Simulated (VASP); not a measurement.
# Al (P2_1/m) in VASP: a series of runs

Al is run at these levels: PBE; tasks: single point.

All numbers are computed with VASP 6.6.1; they aren't measurements. Logs are shortened: lines on timing, memory, paths and dates and some standing lists are left out, and cuts for length are marked.

## (1) The cell of the first run

Symmetry: P2_1/m, No. 11, monoclinic system. Conventional cell: a = 2.802 Å, b = 4.575 Å, c = 2.802 Å, α = 90.00°, β = 109.47°, γ = 90.00°. Within 3.6 Å of Al (site symmetry m) lie 14 Al at 2.71 to 3.40 Å.

## (2) Single point, PBE (mode 1 frozen in at -0.112 Å and mode 5 at -0.092 Å (largest displacements))

Contents of INCAR:

```
ALGO = Fast
EDIFF = 1E-6
ENCUT = 520
GGA = PE
ISIF = 2
ISMEAR = 0
LASPH = True
LCHARG = False
LREAL = False
LWAVE = False
NBANDS = 10
NELM = 100
PREC = Accurate
SIGMA = 0.15
```

Contents of KPOINTS:

```
k-points
0
Gamma
  20 20 12
```

Contents of POSCAR:

```
Al
1.0
   -1.6175102401      1.6175102401      1.6175102401
    1.6175102401     -1.6175102401      1.6175102401
    3.2350204801      3.2350204801      0.0000000000
Al
2
Direct
   -0.0040634864     -0.0529376983      0.0000000000
    0.5040634864      0.5529376983      0.5000000000
```

Potentials or basis: VASP PAW PBE potentials, release 64 (Al).

Started as:

```bash
> cat potpaw_PBE.64/Al/POTCAR > POTCAR
> mpirun -np 1 vasp_std > vasp.out
```

OUTCAR:

```text
EDIFF = 1E-6
   ENCUT = 520
   GGA = PE
   ISIF = 2
   ISMEAR = 0
   LASPH = True
   LREAL = False
   NELM = 100
   PREC = Accurate

 ion  position               nearest neighbor table
   1  0.996  0.947  0.000-   2 2.71   2 2.71   2 2.92   2 2.92   2 3.09   2 3.09
   2  0.504  0.553  0.500-   1 2.71   1 2.71   1 2.92   1 2.92   1 3.09   1 3.09

  LATTYP: Found a base centered orthorhombic cell.
 ALAT       =     3.2350204802
 B/A-ratio  =     1.4142135624
 C/A-ratio  =     1.4142135623

  Lattice vectors:

 A1 = (  -1.6175102401,   1.6175102401,   1.6175102401)
 A2 = (   1.6175102401,  -1.6175102401,   1.6175102401)
 A3 = (   3.2350204801,   3.2350204801,   0.0000000000)

Analysis of symmetry for initial positions (statically):
=====================================================================
 Subroutine PRICEL returns:
 Original cell was already a primitive cell.

 Routine SETGRP: Setting up the symmetry group for a
 base centered orthorhombic supercell.

 Subroutine GETGRP returns: Found  4 space group operations
 (whereof  2 operations were pure point group operations)
 out of a pool of  8 trial point group operations.

The static configuration has the point symmetry C_1h.
 The point group associated with its full space group is C_2h.

Analysis of symmetry for dynamics (positions and initial velocities):
=====================================================================
 Subroutine PRICEL returns:
 Original cell was already a primitive cell.

 Routine SETGRP: Setting up the symmetry group for a
 base centered orthorhombic supercell.

 Subroutine GETGRP returns: Found  4 space group operations
 (whereof  2 operations were pure point group operations)
 out of a pool of  8 trial point group operations.

The dynamic configuration has the point symmetry C_1h.
 The point group associated with its full space group is C_2h.

 Subroutine INISYM returns: Found  4 space group operations
 (whereof  2 operations are pure point group operations),
 and found     1 'primitive' translations

----------------------------------------------------------------------------------------

                                     Primitive cell

  volume of cell :      33.8556

  direct lattice vectors                    reciprocal lattice vectors
    -1.617510240  1.617510240  1.617510240    -0.154558527  0.154558527  0.309117054
     1.617510240 -1.617510240  1.617510240     0.154558527 -0.154558527  0.309117054
     3.235020480  3.235020480  0.000000000     0.154558527  0.154558527  0.000000000

[... 86 lines left out ...]
   NSW    =      0    number of steps for IOM
   IBRION =     -1    ionic relax: 0-MD 1-quasi-New 2-CG
   NFREE  =      0    steps in history (QN), initial steepest desc. (CG)
   ISIF   =      2    stress and relaxation
   ISYM   =      2    0-nonsym 1-usesym 2-fastsym
   POTIM  = 0.5000    time-step for ionic-motion
   TEBEG  =    0.0;   TEEND  =   0.0 temperature during run
   PSTRESS=    0.0 pullay stress
   NELECT =       6.0000    total number of electrons
   NUPDOWN=      -1.0000    fix difference up-down
   EMIN   =  10.00;   EMAX   =-10.00  energy-range for DOS
   EFERMI =   0.00;   METHOD = LEGACY
   ISMEAR =     0;   SIGMA  =   0.15  broadening in eV -4-tet -1-fermi 0-gaus
   EFERMI_NEDOS =   21; number of points for ismear=-14 and -15
   IALGO  =     68    algorithm
   IMIX   =      4    mixing-type and parameters
     AMIX     =   0.40;   BMIX     =  1.00
     AMIX_MAG =   1.60;   BMIX_MAG =  1.00
  volume/ion in A,a.u.               =      16.93       114.23
  Fermi-wavevector in a.u.,A,eV,Ry     =   0.919563  1.737722 11.505037  0.845596
  Thomas-Fermi vector in A             =   2.044771
   LORBIT       =      0    0 simple, 1 ext, 2 COOP (PROOUT), +10 PAW based schemes
   GGA     = PE    functional components
   LHFCALC =     F    Hartree Fock is set to
   AEXX    =    0.0000 exact exchange contribution
   IVDW    =     0    specifies the selected vdW correction
   LEPSILON=     F    determine dielectric tensor
   LRPA    =     F    only Hartree local field effects (RPA)
 non-spin polarized calculation
 RMM-DIIS sequential band-by-band and
 Gauss-broadening in eV      SIGMA  =   0.15
  energy-cutoff  :      520.00
  volume of cell :       33.86
 maximum number of plane-waves:       928
 NGX is ok and might be reduce to    24
   NGX = 11   NGY = 11   NGZ = 17

 number of electron       6.0000000 magnetization

 Free energy of the ion-electron system (eV)
  ---------------------------------------------------
  ext. energy  EPLUGINS =         0.00000000
  ---------------------------------------------------
  free energy    TOTEN  =        -7.28675958 eV

  energy without entropy =       -7.27698308  energy(sigma->0) =       -7.28187133

 E-fermi :   7.7128     XC(G=0): -10.1056

 val. band max:        7.7113609352   @ k =   0.1500  -0.3000  -0.1667
 cond. band min:       7.7138390480   @ k =   0.2000   0.1500   0.1667
 fundamental gap:      0.0024781128
 Fermi energy:         7.7127579133

 k-point     1 :       0.0000    0.0000    0.0000
  band No.  band energies     occupation
      1      -3.2229      2.00000
      2       3.4987      2.00000
      3       3.9033      2.00000
      4      15.7313      0.00000
      5      15.9665      0.00000
      6      17.4108      0.00000
      7      18.6236      0.00000
      8      20.9390      0.00000
      9      21.0015      0.00000
     10      21.0092      0.00000
[... 287 lines left out ...]
 k-point    24 :       0.0500    0.1000    0.0000
  band No.  band energies     occupation
      1      -2.8874      2.00000
      2       3.8098      2.00000
      3       4.2324      2.00000
      4      12.5614      0.00000
      5      13.9261      0.00000
      6      18.3056      0.00000
      7      18.3714      0.00000
      8      20.2589      0.00000
      9      20.7812      0.00000
     10      20.9821      0.00000

 [... further k-points ...]
[... 5 lines left out ...]
  --------------------------------------------------------------------------------------
  -------------------------------------------------------------------------------------
  Total        0.1655775      0.1655775     -0.0365348      0.0439581      0.0089106     -0.0089106
  in kB        7.8357518      7.8357518     -1.7289644      2.0802620      0.4216829     -0.4216830
  external PRESSURE =       4.6475131 kB  Pullay stress =       0.0000000 kB

 VOLUME and BASIS-vectors are now :
 -----------------------------------------------------------------------------
  energy-cutoff  :      520.00
  volume of cell :       33.86
      direct lattice vectors                 reciprocal lattice vectors
    -1.617510240  1.617510240  1.617510240    -0.154558527  0.154558527  0.309117054
     1.617510240 -1.617510240  1.617510240     0.154558527 -0.154558527  0.309117054
     3.235020480  3.235020480  0.000000000     0.154558527  0.154558527  0.000000000

 POSITION                                       TOTAL-FORCE (eV/Angst)
 -----------------------------------------------------------------------------------
     -0.07905      0.07905      3.14282        -0.088542      0.088542      0.341933
      1.69656      1.53846      1.70971         0.088542     -0.088542     -0.341933
 -----------------------------------------------------------------------------------
    total drift:                                0.000000      0.000000      0.000000

  FREE ENERGIE OF THE ION-ELECTRON SYSTEM (eV)
  ---------------------------------------------------
  free  energy   TOTEN  =        -7.2867595772 eV

  energy  without entropy=       -7.2769830844  energy(sigma->0) =       -7.28187133
```

OSZICAR:

```text
N       E                     dE             d eps       ncg     rms          rms(c)
DAV:   1    -0.324358236978E+00   -0.32436E+00   -0.21289E+03 28440   0.435E+02
DAV:   2    -0.717206332350E+01   -0.68477E+01   -0.66019E+01 36664   0.539E+01
DAV:   3    -0.733380583452E+01   -0.16174E+00   -0.15990E+00 37096   0.653E+00
DAV:   4    -0.733454315259E+01   -0.73732E-03   -0.73722E-03 34094   0.490E-01
DAV:   5    -0.733454940407E+01   -0.62515E-05   -0.62521E-05 33786   0.441E-02    0.173E+00
RMM:   6    -0.730620826378E+01    0.28341E-01   -0.31145E-03 28652   0.320E-01    0.101E+00
RMM:   7    -0.728680926506E+01    0.19399E-01   -0.88633E-03 29651   0.523E-01    0.142E-01
RMM:   8    -0.728675450754E+01    0.54758E-04   -0.35535E-04 31134   0.127E-01    0.203E-02
RMM:   9    -0.728675860214E+01   -0.40946E-05   -0.51675E-05 32693   0.494E-02    0.220E-02
RMM:  10    -0.728675957719E+01   -0.97505E-06   -0.98401E-06 33052   0.216E-02
   1 F= -.72867596E+01 E0= -.72818713E+01  d E =-.977649E-02
```

Wall time 95 s (1 thread of Intel Xeon 6975P-C (Granite Rapids), shared host); peak memory 0.46 GiB.

Results:

```
Free energy            : -7.2868 eV
Pressure               : 0.5 GPa
Largest force          : 0.364 eV/Å
Band gap on the k mesh : zero (band 3 reaches 12.64 eV, above the bottom of band 4 at 3.90 eV)
```

Forces on the atoms (eV/Å):
```
Al  -0.089  0.089  0.342
Al   0.089 -0.089 -0.342
```

Levels at points of the mesh, in eV from the Fermi level:
```tsv
k point	band 1	band 2	band 3	band 4	band 5	band 6
(0.00, 0.00, 0.00)	-10.94	-4.21	-3.81	8.02	8.25	9.70
(0.50, 0.00, 0.00)	-5.74	-5.70	0.62	0.82	1.27	1.34
(0.00, 0.50, 0.00)	-5.91	-5.54	0.28	1.18	1.20	1.42
(0.50, 0.50, 0.00)	-4.20	-3.83	1.83	1.89	1.92	2.98
(0.00, 0.00, 0.50)	-9.18	-9.18	4.23	4.23	9.43	9.43
(0.50, 0.00, 0.50)	-4.21	-4.21	-3.81	-3.81	7.90	7.90
(0.00, 0.50, 0.50)	-4.27	-4.27	-3.75	-3.75	7.90	7.90
(0.50, 0.50, 0.50)	-2.63	-2.63	-2.05	-2.05	3.43	3.43
```

Caveat: the cell differs from its parent crystal (mode 1 frozen in at -0.112 Å and mode 5 at -0.092 Å (largest displacements)).

## (3) Single point, PBE (mode 1 frozen in at -0.335 Å and mode 5 at -0.123 Å (largest displacements))

Contents of INCAR:

```
ALGO = Fast
EDIFF = 1E-6
ENCUT = 520
GGA = PE
ISIF = 2
ISMEAR = 0
LASPH = True
LCHARG = True
LELF = True
LREAL = False
LVHAR = True
LWAVE = False
NBANDS = 10
NELM = 80
PREC = Accurate
SIGMA = 0.15
```

KPOINTS is that of step 2.

Contents of POSCAR:

```
Al
1.0
   -1.6175102401      1.6175102401      1.6175102401
    1.6175102401     -1.6175102401      1.6175102401
    3.2350204801      3.2350204801      0.0000000000
Al
2
Direct
    0.0352462044     -0.1112889996      0.0000000000
    0.4647537956      0.6112889996      0.5000000000
```

Potentials or basis: VASP PAW PBE potentials, release 64 (Al).

Started as:

```bash
> cat potpaw_PBE.64/Al/POTCAR > POTCAR
> mpirun -np 1 vasp_std > vasp.out
```

Run time: 16 min. Hardware: 1 thread of AMD EPYC 7R13, shared host; peak memory 0.44 GiB.

The run converged. Its results:

* Free energy: -7.3252 eV
* Pressure: 0.9 GPa
* Largest force: 0.278 eV/Å
* Band gap on the k mesh: zero (band 3 reaches 12.62 eV, above the bottom of band 4 at 3.91 eV)

Forces in eV/Å, atoms in the order of the input:
```
Al  -0.023  0.023  0.276
Al   0.023 -0.023 -0.276
```

Stress tensor (GPa, compression positive):
```
 2.28 -0.44 -0.13
-0.44  2.28  0.13
-0.13  0.13 -1.88
```

Levels at points of the mesh, in eV from the Fermi level:
| k point | band 1 | band 2 | band 3 | band 4 | band 5 | band 6 |
| --- | --- | --- | --- | --- | --- | --- |
| (0.00, 0.00, 0.00) | -10.92 | -4.22 | -3.78 | 8.11 | 8.28 | 9.43 |
| (0.50, 0.00, 0.00) | -5.83 | -5.59 | 0.48 | 0.94 | 1.25 | 1.35 |
| (0.00, 0.50, 0.00) | -6.07 | -5.34 | -0.07 | 1.07 | 1.50 | 1.67 |
| (0.50, 0.50, 0.00) | -4.18 | -3.91 | 1.97 | 2.05 | 2.46 | 2.55 |
| (0.00, 0.00, 0.50) | -9.16 | -9.16 | 4.21 | 4.21 | 9.38 | 9.38 |
| (0.50, 0.00, 0.50) | -4.24 | -4.24 | -3.77 | -3.77 | 8.01 | 8.01 |
| (0.00, 0.50, 0.50) | -4.38 | -4.38 | -3.62 | -3.62 | 8.17 | 8.17 |
| (0.50, 0.50, 0.50) | -2.85 | -2.85 | -1.76 | -1.76 | 3.49 | 3.49 |

Caveat: the cell differs from its parent crystal (mode 1 frozen in at -0.335 Å and mode 5 at -0.123 Å (largest displacements)).
